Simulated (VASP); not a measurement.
# Li3ClO (P4/mmm) in VASP: notebook

The runs below take Li3ClO through single point, with LDA.

Program: VASP 6.6.1. These are calculated values, not measurements. Logs are shortened: lines on timing, memory, paths and dates and some standing lists are left out, and cuts for length are marked.

## 1. The cell of the first run

The structure is tetragonal, space group P4/mmm (No. 123). Conventional cell: a = 4.512 Å, b = 4.512 Å, c = 2.933 Å, α = 90.00°, β = 90.00°, γ = 90.00°. Within 3.0 Å of Li (site symmetry mmm) lie 2 O at 2.26 Å and 6 Li at 2.69 to 2.93 Å and 4 Cl at 2.69 Å. Within 2.0 Å of Li (site symmetry 4/mmm) lie 2 O at 1.47 Å. Within 3.6 Å of Cl (site symmetry 4/mmm) lie 12 Li at 2.69 to 3.19 Å and 2 Cl at 2.93 Å and 8 O at 3.51 Å. Within 2.0 Å of O (site symmetry 4/mmm) lie 2 Li at 1.47 Å.

## 2. Single point, LDA

File INCAR:

```
PREC = Accurate
ENCUT = 520
EDIFF = 1E-6
ISMEAR = 0
SIGMA = 0.05
LREAL = F
LASPH = T
NELM = 60
ALGO = Normal
ISIF = 2
LWAVE = F
LCHARG = F
GGA = CA
NBANDS = 19
```

File KPOINTS:

```
regular mesh
0
Gamma
  6 6 6
```

File POSCAR:

```
Li3ClO
1.0
    4.5118454892      0.0000000000      0.0000000000
    0.0000000000      4.5118454892      0.0000000000
    0.0000000000      0.0000000000      2.9326995680
Li Cl O
3 1 1
Direct
    0.0000000000      0.5000000000      0.5000000000
    0.5000000000      0.0000000000      0.5000000000
    0.5000000000      0.5000000000      0.0000000000
    0.0000000000      0.0000000000      0.0000000000
    0.5000000000      0.5000000000      0.5000000000
```

Potentials or basis: VASP PAW LDA potentials, release 64 (Li_sv, Cl, O).

Launch:

```bash
$ cat potpaw_LDA.64/Li_sv/POTCAR potpaw_LDA.64/Cl/POTCAR potpaw_LDA.64/O/POTCAR > POTCAR
$ mpirun -np 1 vasp_std > vasp.out
```

OUTCAR:

```text
PREC = Accurate
   ENCUT = 520
   EDIFF = 1E-6
   ISMEAR = 0
   LREAL = F
   LASPH = T
   NELM = 60
   ISIF = 2
   GGA = CA

 ion  position               nearest neighbor table
   1  0.000  0.500  0.500-   5 2.26   5 2.26
   2  0.500  0.000  0.500-   5 2.26   5 2.26
   3  0.500  0.500  0.000-   5 1.47   5 1.47
   4  0.000  0.000  0.000-
   5  0.500  0.500  0.500-   3 1.47   3 1.47   1 2.26   2 2.26   2 2.26   1 2.26

  LATTYP: Found a simple tetragonal cell.
 ALAT       =     4.5118454892
 C/A-ratio  =     0.6500000000

  Lattice vectors:

 A1 = (   4.5118454892,   0.0000000000,   0.0000000000)
 A2 = (   0.0000000000,   4.5118454892,   0.0000000000)
 A3 = (   0.0000000000,   0.0000000000,   2.9326995680)

Analysis of symmetry for initial positions (statically):
=====================================================================
 Subroutine PRICEL returns:
 Original cell was already a primitive cell.

 Routine SETGRP: Setting up the symmetry group for a
 simple tetragonal supercell.

 Subroutine GETGRP returns: Found 16 space group operations
 (whereof 16 operations were pure point group operations)
 out of a pool of 16 trial point group operations.

The static configuration has the point symmetry D_4h.

Analysis of symmetry for dynamics (positions and initial velocities):
=====================================================================
 Subroutine PRICEL returns:
 Original cell was already a primitive cell.

 Routine SETGRP: Setting up the symmetry group for a
 simple tetragonal supercell.

 Subroutine GETGRP returns: Found 16 space group operations
 (whereof 16 operations were pure point group operations)
 out of a pool of 16 trial point group operations.

The dynamic configuration has the point symmetry D_4h.

 Subroutine INISYM returns: Found 16 space group operations
 (whereof 16 operations are pure point group operations),
 and found     1 'primitive' translations

----------------------------------------------------------------------------------------

                                     Primitive cell

  volume of cell :      59.7002

  direct lattice vectors                    reciprocal lattice vectors
     4.511845489  0.000000000  0.000000000     0.221638796  0.000000000  0.000000000
     0.000000000  4.511845489  0.000000000     0.000000000  0.221638796  0.000000000
     0.000000000  0.000000000  2.932699568     0.000000000  0.000000000  0.340982762

  length of vectors
     4.511845489  4.511845489  2.932699568     0.221638796  0.221638796  0.340982762

  position of ions in fractional coordinates (direct lattice)
     0.000000000  0.500000000  0.500000000
     0.500000000  0.000000000  0.500000000
     0.500000000  0.500000000  0.000000000
     0.000000000  0.000000000  0.000000000
     0.500000000  0.500000000  0.500000000

  ion indices of the primitive-cell ions
   primitive index   ion index
                 1           1
                 2           2
                 3           3
                 4           4
                 5           5

----------------------------------------------------------------------------------------

 KPOINTS: regular mesh

Automatic generation of k-mesh.
 Grid dimensions read from file:
 generate k-points for:    6    6    6

 Generating k-lattice:

  Cartesian coordinates                     Fractional coordinates (reciprocal lattice)
     0.036939799  0.000000000  0.000000000     0.166666667  0.000000000  0.000000000
     0.000000000  0.036939799  0.000000000     0.000000000  0.166666667  0.000000000
     0.000000000  0.000000000  0.056830460     0.000000000  0.000000000  0.166666667

  Length of vectors
     0.036939799  0.036939799  0.056830460

  Shift w.r.t. Gamma in fractional coordinates (k-lattice)
     0.000000000  0.000000000  0.000000000

 Subroutine IBZKPT returns following result:
 ===========================================

 Found     40 irreducible k-points:

 Following reciprocal coordinates:
            Coordinates               Weight
  0.000000  0.000000  0.000000      1.000000
  0.166667  0.000000  0.000000      4.000000
  0.333333  0.000000  0.000000      4.000000
  0.500000  0.000000  0.000000      2.000000
  0.166667  0.166667  0.000000      4.000000
  0.333333  0.166667  0.000000      8.000000
[... 16 lines left out ...]
  0.333333  0.000000  0.333333      8.000000
  0.500000  0.000000  0.333333      4.000000
 [... further k-points ...]
   k-points           NKPTS =     40   k-points in BZ     NKDIM =     40   number of bands    NBANDS=     19
   number of dos      NEDOS =    301   number of ions     NIONS =      5
   total plane-waves  NPLWV =  31104
   dimension x,y,z NGX =    36 NGY =   36 NGZ =   24
   dimension x,y,z NGXF=    72 NGYF=   72 NGZF=   48
   ions per type =               3   1   1
   NGX,Y,Z   is equivalent  to a cutoff of  13.26, 13.26, 13.60 a.u.
   NGXF,Y,Z  is equivalent  to a cutoff of  26.53, 26.53, 27.21 a.u.
 SYSTEM =  unknown system
   PREC   = accura    normal or accurate (medium, high low for compatibility)
   ISTART =      0    job   : 0-new  1-cont  2-samecut
   ICHARG =      2    charge: 1-file 2-atom 10-const
   ISPIN  =      1    spin polarized calculation?
   LNONCOLLINEAR =      F non collinear calculations
   LSORBIT =      F    spin-orbit coupling
   LASPH  =      T    aspherical Exc in radial PAW
   ENCUT  =  520.0 eV  38.22 Ry    6.18 a.u.   8.39  8.39  5.45*2*pi/ulx,y,z
   NELM   =     60;   NELMIN=  2; NELMDL= -5     # of ELM steps
   EDIFF  = 0.1E-05   stopping-criterion for ELM
   LREAL  =      F    real-space projection
   EDIFFG = 0.1E-04   stopping-criterion for IOM
   NSW    =      0    number of steps for IOM
   IBRION =     -1    ionic relax: 0-MD 1-quasi-New 2-CG
   NFREE  =      0    steps in history (QN), initial steepest desc. (CG)
   ISIF   =      2    stress and relaxation
   ISYM   =      2    0-nonsym 1-usesym 2-fastsym
   POTIM  = 0.5000    time-step for ionic-motion
   TEBEG  =    0.0;   TEEND  =   0.0 temperature during run
   PSTRESS=    0.0 pullay stress
   NELECT =      22.0000    total number of electrons
   NUPDOWN=      -1.0000    fix difference up-down
   EMIN   =  10.00;   EMAX   =-10.00  energy-range for DOS
   EFERMI =   0.00;   METHOD = LEGACY
   ISMEAR =     0;   SIGMA  =   0.05  broadening in eV -4-tet -1-fermi 0-gaus
   EFERMI_NEDOS =   21; number of points for ismear=-14 and -15
   IALGO  =     38    algorithm
   IMIX   =      4    mixing-type and parameters
     AMIX     =   0.40;   BMIX     =  1.00
     AMIX_MAG =   1.60;   BMIX_MAG =  1.00
  volume/ion in A,a.u.               =      11.94        80.58
  Fermi-wavevector in a.u.,A,eV,Ry     =   1.173700  2.217971 18.742996  1.377571
  Thomas-Fermi vector in A             =   2.310109
   LORBIT       =      0    0 simple, 1 ext, 2 COOP (PROOUT), +10 PAW based schemes
   GGA     = CA    functional components
   LHFCALC =     F    Hartree Fock is set to
   AEXX    =    0.0000 exact exchange contribution
   IVDW    =     0    specifies the selected vdW correction
   LEPSILON=     F    determine dielectric tensor
   LRPA    =     F    only Hartree local field effects (RPA)
 non-spin polarized calculation
 Gauss-broadening in eV      SIGMA  =   0.05
  energy-cutoff  :      520.00
  volume of cell :       59.70
 maximum number of plane-waves:      1634
 NGX is ok and might be reduce to    36

 number of electron      22.0000016 magnetization

 Free energy of the ion-electron system (eV)
  ---------------------------------------------------
  ext. energy  EPLUGINS =         0.00000000
  ---------------------------------------------------
  free energy    TOTEN  =       -21.11328513 eV

  energy without entropy =      -21.11328513  energy(sigma->0) =      -21.11328513

 E-fermi :   2.7009     XC(G=0):  -9.4753

 val. band max:        2.3475567538   @ k =   0.5000   0.0000   0.5000
 cond. band min:       5.2841342072   @ k =   0.0000   0.0000   0.0000
 fundamental gap:      2.9365774534
 Fermi energy:         2.7008765598

 k-point     1 :       0.0000    0.0000    0.0000
  band No.  band energies     occupation
      1     -42.0263      2.00000
      2     -42.0161      2.00000
      3     -38.6254      2.00000
      4     -13.1812      2.00000
      5     -12.3828      2.00000
      6      -2.1500      2.00000
[... 11 lines left out ...]
     18      14.5291      0.00000
     19      14.5291      0.00000

 k-point     2 :       0.1667    0.0000    0.0000
  band No.  band energies     occupation
      1     -42.0256      2.00000
      2     -42.0167      2.00000
      3     -38.6255      2.00000
      4     -13.1496      2.00000
      5     -12.4258      2.00000
      6      -2.1151      2.00000
[... 11 lines left out ...]
     18      14.2483      0.00000
     19      15.0059      0.00000

 k-point     3 :       0.3333    0.0000    0.0000
  band No.  band energies     occupation
      1     -42.0236      2.00000
      2     -42.0185      2.00000
      3     -38.6258      2.00000
      4     -13.0720      2.00000
      5     -12.5255      2.00000
      6      -2.0386      2.00000
[... 11 lines left out ...]
     18      13.1579      0.00000
     19      14.7254      0.00000

 k-point     4 :       0.5000    0.0000    0.0000
  band No.  band energies     occupation
      1     -42.0211      2.00000
      2     -42.0208      2.00000
      3     -38.6259      2.00000
      4     -13.0204      2.00000
      5     -12.5879      2.00000
      6      -1.9961      2.00000
[... 407 lines left out ...]
     18      12.5468      0.00000
     19      13.7294      0.00000

 k-point    23 :       0.3333    0.0000    0.3333
  band No.  band energies     occupation
      1     -42.0150      2.00000
      2     -42.0103      2.00000
      3     -38.5920      2.00000
      4     -13.2418      2.00000
      5     -12.2968      2.00000
      6      -2.0106      2.00000
[... 11 lines left out ...]
     18      12.5959      0.00000
     19      15.0042      0.00000

 k-point    24 :       0.5000    0.0000    0.3333
  band No.  band energies     occupation
      1     -42.0127      2.00000
      2     -42.0125      2.00000
      3     -38.5920      2.00000
      4     -13.2392      2.00000
      5     -12.2982      2.00000
      6      -2.0370      2.00000
[... 11 lines left out ...]
     18      13.0448      0.00000
     19      13.9420      0.00000

 [... further k-points ...]

------------------------ aborting loop because EDIFF is reached ----------------------------------------

  FORCE on cell =-STRESS in cart. coord.  units (eV):
  Direction    XX          YY          ZZ          XY          YZ          ZX
  --------------------------------------------------------------------------------------
  -------------------------------------------------------------------------------------
  Total       -4.3629033     -4.3629033     20.1427698      0.0000000      0.0000000      0.0000000
  in kB     -117.0873981   -117.0873981    540.5722657      0.0000000      0.0000000      0.0000000
  external PRESSURE =     102.1324899 kB  Pullay stress =       0.0000000 kB

 VOLUME and BASIS-vectors are now :
 -----------------------------------------------------------------------------
  energy-cutoff  :      520.00
  volume of cell :       59.70
      direct lattice vectors                 reciprocal lattice vectors
     4.511845489  0.000000000  0.000000000     0.221638796  0.000000000  0.000000000
     0.000000000  4.511845489  0.000000000     0.000000000  0.221638796  0.000000000
     0.000000000  0.000000000  2.932699568     0.000000000  0.000000000  0.340982762

 POSITION                                       TOTAL-FORCE (eV/Angst)
 -----------------------------------------------------------------------------------
      0.00000      2.25592      1.46635         0.000000      0.000000      0.000000
      2.25592      0.00000      1.46635         0.000000      0.000000      0.000000
      2.25592      2.25592      0.00000         0.000000      0.000000      0.000000
      0.00000      0.00000      0.00000         0.000000      0.000000      0.000000
      2.25592      2.25592      1.46635         0.000000      0.000000      0.000000
 -----------------------------------------------------------------------------------
    total drift:                                0.000000      0.000000      0.000000

  FREE ENERGIE OF THE ION-ELECTRON SYSTEM (eV)
  ---------------------------------------------------
  free  energy   TOTEN  =       -21.1132851305 eV

  energy  without entropy=      -21.1132851305  energy(sigma->0) =      -21.11328513
```

Wall time 26 s (1 thread of Intel Xeon Platinum 8488C (Sapphire Rapids), shared host); peak memory 0.17 GiB.

Results:

```
Free energy            : -21.1133 eV
Band gap on the k mesh : 2.94 eV (least direct gap 3.23 eV)
```

Levels at points of the mesh, in eV from the valence-band top:
```
           k point  band 9  band 10  band 11  band 12  band 13  band 14
(0.00, 0.00, 0.00)   -1.79    -1.79    -0.63     2.94     4.70     8.34
(0.50, 0.00, 0.00)   -2.48    -2.06    -0.64     5.30     6.22     7.36
(0.50, 0.50, 0.00)   -1.35    -1.35    -0.60     4.22     5.80     8.00
(0.00, 0.00, 0.50)   -1.63    -1.63    -0.64     4.50     4.53     6.18
(0.50, 0.00, 0.50)   -1.53    -1.16     0.00     3.23     5.65     5.67
(0.50, 0.50, 0.50)   -1.45    -1.45    -0.33     5.80     5.80     7.04
```

Caveat: the cutoff is under 1.25 times the usual one of these potentials, so pressure, stress and relaxed cells hold a basis-set (Pulay) error. A k mesh can miss the band edges.

## 3. Single point, LDA

This run uses another cell than the first one, of the same volume but with other edges.

File INCAR:

```
SYSTEM = Li3ClO
PREC = Accurate
ENCUT = 520
EDIFF = 1E-7
ISMEAR = 0
SIGMA = 0.05
LREAL = .FALSE.
LASPH = .TRUE.
NELM = 60
ALGO = Normal
ISIF = 2
LWAVE = .FALSE.
LCHARG = .FALSE.
GGA = CA
NBANDS = 19
```

File KPOINTS:

```
Automatic mesh
0
G
  6 6 6
  0 0 0
```

POSCAR, as its differences from that of step 2:

```diff
@@ -2,5 +2,5 @@
 1.0
-    4.5118454892      0.0000000000      0.0000000000
-    0.0000000000      4.5118454892      0.0000000000
-    0.0000000000      0.0000000000      2.9326995680
+    3.4142468528      0.0000000000      0.0000000000
+    0.0000000000      3.4142468528      0.0000000000
+    0.0000000000      0.0000000000      5.1213702792
 Li Cl O
```

Potentials or basis: VASP PAW LDA potentials, release 64 (Li_sv, Cl, O).

Launch:

```bash
$ cat potpaw_LDA.64/Li_sv/POTCAR potpaw_LDA.64/Cl/POTCAR potpaw_LDA.64/O/POTCAR > POTCAR
$ mpirun -np 1 vasp_std > vasp.out
```

Run time: 30 s. Hardware: 1 thread of Intel Xeon Platinum 8488C (Sapphire Rapids), shared host; peak memory 0.17 GiB.

It converged, with:

```
Free energy            : -22.8018 eV
Band gap on the k mesh : 3.74 eV (least direct gap 3.93 eV)
```

Levels at points of the mesh, in eV from the valence-band top:
```tsv
k point	band 8	band 9	band 10	band 11	band 12	band 13	band 14	band 15
(0.00, 0.00, 0.00)	-2.02	-1.08	-1.08	0.00	4.37	7.39	8.08	9.61
(0.50, 0.00, 0.00)	-1.29	-1.14	-1.06	-0.97	6.30	7.07	7.34	9.08
(0.50, 0.50, 0.00)	-1.94	-0.40	-0.19	-0.19	3.74	6.81	6.81	7.00
(0.00, 0.00, 0.50)	-1.74	-1.41	-1.41	-1.17	6.87	6.98	7.86	9.39
(0.50, 0.00, 0.50)	-1.28	-1.13	-0.18	-0.15	5.71	5.86	7.94	8.86
(0.50, 0.50, 0.50)	-2.30	-0.43	-0.43	-0.38	5.28	8.02	8.62	8.62
```

Caveat: the cutoff is under 1.25 times the usual one of these potentials, so pressure, stress and relaxed cells hold a basis-set (Pulay) error. A k mesh can miss the band edges.
